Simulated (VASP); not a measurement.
# SrO (Fm-3m) in VASP: further runs, part 2 of 2

VASP 6.6.1.

### 3 Single point, PBE (volume scaled by 1.025)

INCAR

```
SYSTEM = SrO
PREC = Accurate ; ENCUT = 520
EDIFF = 1E-7 ; ISMEAR = -1
SIGMA = 0.02 ; LREAL = .False.
LASPH = .True. ; NELM = 80
ALGO = Normal ; ISIF = 2
LWAVE = .False. ; LCHARG = .True.
GGA = PE ; LELF = .True.
LVHAR = .True. ; NBANDS = 15
```

KPOINTS

```
regular mesh
0
Gamma
  8 8 8
  0 0 0
```

POSCAR

```
SrO
1.0
    0.0000000000      2.5910389797      2.5910389797
    2.5910389797      0.0000000000      2.5910389797
    2.5910389797      2.5910389797      0.0000000000
Sr O
1 1
Direct
    0.0000000000      0.0000000000      0.0000000000
    0.5000000000      0.5000000000      0.5000000000
```

Potentials or basis: VASP PAW PBE potentials, release 64 (Sr_sv, O).

Run with:

```
$ cat potpaw_PBE.64/Sr_sv/POTCAR potpaw_PBE.64/O/POTCAR > POTCAR
$ mpirun -np 1 vasp_std > vasp.out
```

OUTCAR:

```text
SYSTEM = SrO
   PREC = Accurate
   ENCUT = 520
   EDIFF = 1E-7
   ISMEAR = -1
   LREAL = .False.
   LASPH = .True.
   NELM = 80
   ISIF = 2
   GGA = PE

 ion  position               nearest neighbor table
   1  0.000  0.000  0.000-   2 2.59   2 2.59   2 2.59   2 2.59   2 2.59   2 2.59
   2  0.500  0.500  0.500-   1 2.59   1 2.59   1 2.59   1 2.59   1 2.59   1 2.59

  LATTYP: Found a face centered cubic cell.
 ALAT       =     5.1820779594

  Lattice vectors:

 A1 = (   0.0000000000,   2.5910389797,   2.5910389797)
 A2 = (   2.5910389797,   0.0000000000,   2.5910389797)
 A3 = (   2.5910389797,   2.5910389797,   0.0000000000)

Analysis of symmetry for initial positions (statically):
=====================================================================
 Subroutine PRICEL returns:
 Original cell was already a primitive cell.

 Routine SETGRP: Setting up the symmetry group for a
 face centered cubic supercell.

 Subroutine GETGRP returns: Found 48 space group operations
 (whereof 48 operations were pure point group operations)
 out of a pool of 48 trial point group operations.

The static configuration has the point symmetry O_h .

Analysis of symmetry for dynamics (positions and initial velocities):
=====================================================================
 Subroutine PRICEL returns:
 Original cell was already a primitive cell.

 Routine SETGRP: Setting up the symmetry group for a
 face centered cubic supercell.

 Subroutine GETGRP returns: Found 48 space group operations
 (whereof 48 operations were pure point group operations)
 out of a pool of 48 trial point group operations.

The dynamic configuration has the point symmetry O_h .

 Subroutine INISYM returns: Found 48 space group operations
 (whereof 48 operations are pure point group operations),
 and found     1 'primitive' translations

----------------------------------------------------------------------------------------

                                     Primitive cell

  volume of cell :      34.7898

  direct lattice vectors                    reciprocal lattice vectors
     0.000000000  2.591038980  2.591038980    -0.192972782  0.192972782  0.192972782
     2.591038980  0.000000000  2.591038980     0.192972782 -0.192972782  0.192972782
     2.591038980  2.591038980  0.000000000     0.192972782  0.192972782 -0.192972782

  length of vectors
     3.664282466  3.664282466  3.664282466     0.334238663  0.334238663  0.334238663

  position of ions in fractional coordinates (direct lattice)
     0.000000000  0.000000000  0.000000000
     0.500000000  0.500000000  0.500000000

  ion indices of the primitive-cell ions
   primitive index   ion index
                 1           1
                 2           2

----------------------------------------------------------------------------------------

 KPOINTS: regular mesh

Automatic generation of k-mesh.
 Grid dimensions read from file:
 generate k-points for:    8    8    8

 Generating k-lattice:

  Cartesian coordinates                     Fractional coordinates (reciprocal lattice)
    -0.024121598  0.024121598  0.024121598     0.125000000  0.000000000  0.000000000
     0.024121598 -0.024121598  0.024121598     0.000000000  0.125000000  0.000000000
     0.024121598  0.024121598 -0.024121598     0.000000000  0.000000000  0.125000000

  Length of vectors
     0.041779833  0.041779833  0.041779833

  Shift w.r.t. Gamma in fractional coordinates (k-lattice)
     0.000000000  0.000000000  0.000000000

 Subroutine IBZKPT returns following result:
 ===========================================

 Found     29 irreducible k-points:

 Following reciprocal coordinates:
            Coordinates               Weight
  0.000000  0.000000  0.000000      1.000000
  0.125000  0.000000  0.000000      8.000000
  0.250000  0.000000  0.000000      8.000000
  0.375000  0.000000  0.000000      8.000000
  0.500000  0.000000  0.000000      4.000000
  0.125000  0.125000  0.000000      6.000000
[... 16 lines left out ...]
  0.500000  0.250000  0.125000     48.000000
 -0.375000  0.250000  0.125000     24.000000
 [... further k-points ...]
   k-points           NKPTS =     29   k-points in BZ     NKDIM =     29   number of bands    NBANDS=     15
   number of dos      NEDOS =    301   number of ions     NIONS =      2
   total plane-waves  NPLWV =  21952
   dimension x,y,z NGX =    28 NGY =   28 NGZ =   28
   dimension x,y,z NGXF=    56 NGYF=   56 NGZF=   56
   ions per type =               1   1
   NGX,Y,Z   is equivalent  to a cutoff of  12.70, 12.70, 12.70 a.u.
   NGXF,Y,Z  is equivalent  to a cutoff of  25.41, 25.41, 25.41 a.u.
 SYSTEM =  SrO
   PREC   = accura    normal or accurate (medium, high low for compatibility)
   ISTART =      0    job   : 0-new  1-cont  2-samecut
   ICHARG =      2    charge: 1-file 2-atom 10-const
   ISPIN  =      1    spin polarized calculation?
   LNONCOLLINEAR =      F non collinear calculations
   LSORBIT =      F    spin-orbit coupling
   LASPH  =      T    aspherical Exc in radial PAW
   ENCUT  =  520.0 eV  38.22 Ry    6.18 a.u.   6.81  6.81  6.81*2*pi/ulx,y,z
   NELM   =     80;   NELMIN=  2; NELMDL= -5     # of ELM steps
   EDIFF  = 0.1E-06   stopping-criterion for ELM
   LREAL  =      F    real-space projection
   EDIFFG = 0.1E-05   stopping-criterion for IOM
   NSW    =      0    number of steps for IOM
   IBRION =     -1    ionic relax: 0-MD 1-quasi-New 2-CG
   NFREE  =      0    steps in history (QN), initial steepest desc. (CG)
   ISIF   =      2    stress and relaxation
   ISYM   =      2    0-nonsym 1-usesym 2-fastsym
   POTIM  = 0.5000    time-step for ionic-motion
   TEBEG  =    0.0;   TEEND  =   0.0 temperature during run
   PSTRESS=    0.0 pullay stress
   NELECT =      16.0000    total number of electrons
   NUPDOWN=      -1.0000    fix difference up-down
   EMIN   =  10.00;   EMAX   =-10.00  energy-range for DOS
   EFERMI =   0.00;   METHOD = LEGACY
   ISMEAR =    -1;   SIGMA  =   0.02  broadening in eV -4-tet -1-fermi 0-gaus
   EFERMI_NEDOS =   21; number of points for ismear=-14 and -15
   IALGO  =     38    algorithm
   IMIX   =      4    mixing-type and parameters
     AMIX     =   0.40;   BMIX     =  1.00
     AMIX_MAG =   1.60;   BMIX_MAG =  1.00
  volume/ion in A,a.u.               =      17.39       117.39
  Fermi-wavevector in a.u.,A,eV,Ry     =   1.263662  2.387975 21.726345  1.596841
  Thomas-Fermi vector in A             =   2.397007
   LORBIT       =      0    0 simple, 1 ext, 2 COOP (PROOUT), +10 PAW based schemes
   GGA     = PE    functional components
   LHFCALC =     F    Hartree Fock is set to
   AEXX    =    0.0000 exact exchange contribution
   IVDW    =     0    specifies the selected vdW correction
   LEPSILON=     F    determine dielectric tensor
   LRPA    =     F    only Hartree local field effects (RPA)
 non-spin polarized calculation
  energy-cutoff  :      520.00
  volume of cell :       34.79
 maximum number of plane-waves:       960
   NGX = 13   NGY = 13   NGZ = 13

 number of electron      15.9999999 magnetization

 Free energy of the ion-electron system (eV)
  ---------------------------------------------------
  ext. energy  EPLUGINS =         0.00000000
  ---------------------------------------------------
  free energy    TOTEN  =       -12.05317581 eV

  energy without entropy =      -12.05317581  energy(sigma->0) =      -12.05317581

 E-fermi :   1.9636     XC(G=0):  -9.9168

 val. band max:        1.5549460578   @ k =   0.0000   0.0000   0.0000
 cond. band min:       4.8318488446   @ k =   0.5000   0.5000   0.0000
 fundamental gap:      3.2769027868
 Fermi energy:         1.9635731003

 k-point     1 :       0.0000    0.0000    0.0000
  band No.  band energies     occupation
      1     -30.9169      2.00000
      2     -13.5060      2.00000
      3     -12.5781      2.00000
      4     -12.5781      2.00000
      5     -12.5781      2.00000
      6       1.5549      2.00000
      7       1.5549      2.00000
      8       1.5549      2.00000
      9       5.3735      0.00000
     10       7.7134      0.00000
     11       7.7134      0.00000
     12       7.7134      0.00000
     13       9.8286      0.00000
     14       9.8286      0.00000
     15      14.1517      0.00000
[... 397 lines left out ...]
 k-point    24 :      -0.3750    0.2500    0.1250
  band No.  band energies     occupation
      1     -30.7735      2.00000
      2     -14.6840      2.00000
      3     -12.9373      2.00000
      4     -12.7894      2.00000
      5     -11.7364      2.00000
      6       0.0080      2.00000
      7       0.7124      2.00000
      8       0.7794      2.00000
      9       7.8370      0.00000
     10       8.1942      0.00000
     11      10.6661      0.00000
     12      10.9001      0.00000
     13      12.9297      0.00000
     14      14.2368      0.00000
     15      14.6200      0.00000

 [... further k-points ...]
[... 5 lines left out ...]
  --------------------------------------------------------------------------------------
  -------------------------------------------------------------------------------------
  Total        0.2531919      0.2531919      0.2531919     -0.0000000     -0.0000000     -0.0000000
  in kB       11.6602684     11.6602684     11.6602684     -0.0000000     -0.0000000     -0.0000000
  external PRESSURE =      11.6602684 kB  Pullay stress =       0.0000000 kB

 VOLUME and BASIS-vectors are now :
 -----------------------------------------------------------------------------
  energy-cutoff  :      520.00
  volume of cell :       34.79
      direct lattice vectors                 reciprocal lattice vectors
     0.000000000  2.591038980  2.591038980    -0.192972782  0.192972782  0.192972782
     2.591038980  0.000000000  2.591038980     0.192972782 -0.192972782  0.192972782
     2.591038980  2.591038980  0.000000000     0.192972782  0.192972782 -0.192972782

 POSITION                                       TOTAL-FORCE (eV/Angst)
 -----------------------------------------------------------------------------------
      0.00000      0.00000      0.00000         0.000000     -0.000000     -0.000000
      2.59104      2.59104      2.59104         0.000000      0.000000      0.000000
 -----------------------------------------------------------------------------------
    total drift:                                0.000000      0.000000      0.000000

  FREE ENERGIE OF THE ION-ELECTRON SYSTEM (eV)
  ---------------------------------------------------
  free  energy   TOTEN  =       -12.0531758148 eV

  energy  without entropy=      -12.0531758148  energy(sigma->0) =      -12.05317581
```

stdout:

```text
POSCAR found type information on POSCAR SrO
 POSCAR found :  2 types and       2 ions
 scaLAPACK will be used
 LDA part: xc-table for (Slater+PW92), standard interpolation
 POSCAR, INCAR and KPOINTS ok, starting setup
 FFT: planning ... GRIDC
 FFT: planning ... GRID_SOFT
 FFT: planning ... GRID
 WAVECAR not read
 entering main loop
```

Wall time 17 s (1 thread of Intel Xeon 6975P-C, shared host); peak memory 0.16 GiB.

What came out:

| Quantity | Value |
| --- | --- |
| Free energy | -12.0532 eV |
| Pressure | 1.2 GPa |
| Band gap on the k mesh | 3.28 eV, indirect (least direct gap 3.38 eV) |

 A k mesh can miss the band edges.

### 4 Single point, PBE (volume scaled by 1.05)

INCAR

```
SYSTEM = SrO
  PREC = Accurate
  ENCUT = 520
  EDIFF = 1E-6
  ISMEAR = -1
  SIGMA = 0.02
  LREAL = .False.
  LASPH = .True.
  NELM = 80
  ALGO = Normal
  ISIF = 2
  LWAVE = .False.
  LCHARG = .False.
  GGA = PE
  NBANDS = 15
```

KPOINTS

```
Automatic mesh
0
Gamma
  8 8 8
  0 0 0
```

POSCAR

```
SrO
1.0
    0.0000000000      2.6119353577      2.6119353577
    2.6119353577      0.0000000000      2.6119353577
    2.6119353577      2.6119353577      0.0000000000
Sr O
1 1
Direct
    0.0000000000      0.0000000000      0.0000000000
    0.5000000000      0.5000000000      0.5000000000
```

Run with:

```
$ cat potpaw_PBE.64/Sr_sv/POTCAR potpaw_PBE.64/O/POTCAR > POTCAR
$ mpirun -np 1 vasp_std > vasp.out
```

It took 20 s on 1 thread of Intel Xeon 6975P-C, shared host; peak memory 0.16 GiB.

The run converged. Its results:

- Free energy: -12.0543 eV
- Pressure: -0.9 GPa
- Band gap on the k mesh: 3.29 eV, indirect (least direct gap 3.40 eV)

Levels at points of the mesh, in eV from the valence-band top:
| k point | band 5 | band 6 | band 7 | band 8 | band 9 | band 10 | band 11 | band 12 |
| --- | --- | --- | --- | --- | --- | --- | --- | --- |
| (0.00, 0.00, 0.00) | -14.24 | 0.00 | 0.00 | 0.00 | 3.65 | 6.10 | 6.10 | 6.10 |
| (0.50, 0.00, 0.00) | -13.07 | -2.08 | -1.05 | -1.05 | 6.35 | 8.08 | 8.57 | 8.57 |
| (0.50, 0.50, 0.00) | -14.56 | -0.51 | -0.12 | -0.12 | 3.29 | 7.45 | 9.86 | 9.96 |

### 5 Single point, PBE (volume scaled by 0.975)

INCAR

```
SYSTEM = SrO
PREC = Accurate
ENCUT = 600
EDIFF = 1E-6
ISMEAR = -1
SIGMA = 0.02
LREAL = .False.
LASPH = .True.
NELM = 120
ALGO = Normal
ISIF = 2
LWAVE = .False.
LCHARG = .True.
GGA = PE
LELF = .True.
LVHAR = .True.
NBANDS = 15
GGA_COMPAT = .False.
```

KPOINTS

```
regular mesh
0
Gamma
  8 8 8
  0 0 0
```

POSCAR

```
SrO
1.0
    0.0000000000      2.5482040210      2.5482040210
    2.5482040210      0.0000000000      2.5482040210
    2.5482040210      2.5482040210      0.0000000000
Sr O
1 1
Direct
    0.0000000000      0.0000000000      0.0000000000
    0.5000000000      0.5000000000      0.5000000000
```

Run with:

```
$ cat potpaw_PBE.64/Sr_sv/POTCAR potpaw_PBE.64/O/POTCAR > POTCAR
$ mpirun -np 1 vasp_std > vasp.out
```

Run time: 22 s. Hardware: 1 thread of Intel Xeon Platinum 8259CL at 2.50GHz (Skylake/Cascade Lake), shared host; peak memory 0.18 GiB.

It converged, with:

```yaml
Free_energy: -12.0160 eV
Pressure: 6.1 GPa
Band_gap_on_the_k_mesh: 3.25 eV, indirect (least direct gap 3.32 eV)
```

Levels at points of the mesh, in eV from the valence-band top:
| k point | band 6 | band 7 | band 8 | band 9 | band 10 | band 11 |
| --- | --- | --- | --- | --- | --- | --- |
| (0.00, 0.00, 0.00) | 0.00 | 0.00 | 0.00 | 4.18 | 6.27 | 6.27 |
| (0.50, 0.00, 0.00) | -2.22 | -1.19 | -1.19 | 6.67 | 8.68 | 9.00 |
| (0.50, 0.50, 0.00) | -0.38 | -0.07 | -0.07 | 3.25 | 8.01 | 10.35 |

### 6 Summary

| cell | cutoff (eV) | gap on the mesh (eV) | pressure (GPa) |
| --- | --- | --- | --- |
| a = 3.604 Å, angles 60.0°, 2 atoms | 520 | 3.25 | 6.2 |
| a = 3.664 Å, angles 60.0°, 2 atoms | 520 | 3.28 | 1.2 |
| a = 3.694 Å, angles 60.0°, 2 atoms | 520 | 3.29 | -0.9 |
| a = 3.604 Å, angles 60.0°, 2 atoms | 600 | 3.25 | 6.1 |

Alike in all rows: task single point; level PBE; potentials or basis VASP PAW PBE potentials, release 64 (Sr_sv, O); no spin polarisation; k mesh 8 × 8 × 8; smearing fermi-dirac 0.02 eV.

Absolute energies hang on the potentials; compare differences alone.
